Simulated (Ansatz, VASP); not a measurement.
KBr: VASP beside Ansatz

```
CELL_PARAMETERS angstrom
0.00000 3.16080 3.55590
3.16080 0.00000 3.55590
3.16080 3.16080 0.00000
ATOMIC_POSITIONS crystal
K 0.00000 0.00000 0.00000
Br 0.50000 0.50000 0.50000
```

Change from the starting cell: strain -0.040 along x and y, +0.080 along z, atoms carried along.

Alike in both runs: task single point; functional r2SCAN; k mesh 6 × 6 × 6; occupations gaussian, width 0.05 eV; no spin polarisation.

|  | VASP | Ansatz |
| --- | --- | --- |
| version | VASP 6.6.1 | Ansatz 0.2.0 |
| potentials or method | VASP PAW PBE potentials, release 64 (K_sv, Br), cutoff 520 eV | scalar-relativistic, plane waves, PAW |
| valence electrons in the cell | 16 | 16 |

```csv
,VASP,Ansatz,Ansatz less VASP
gap on the k mesh at the Fermi level (eV),5.04,5.04,-0.002
least direct gap on the mesh (eV),5.04,5.04,-0.002
pressure (GPa),0.9,0.9,-0.01
"traceless stress, the component that is largest in VASP (GPa)",-2.46,-2.43,+0.024
```

VASP's potentials were made for PBE, not for r2SCAN.
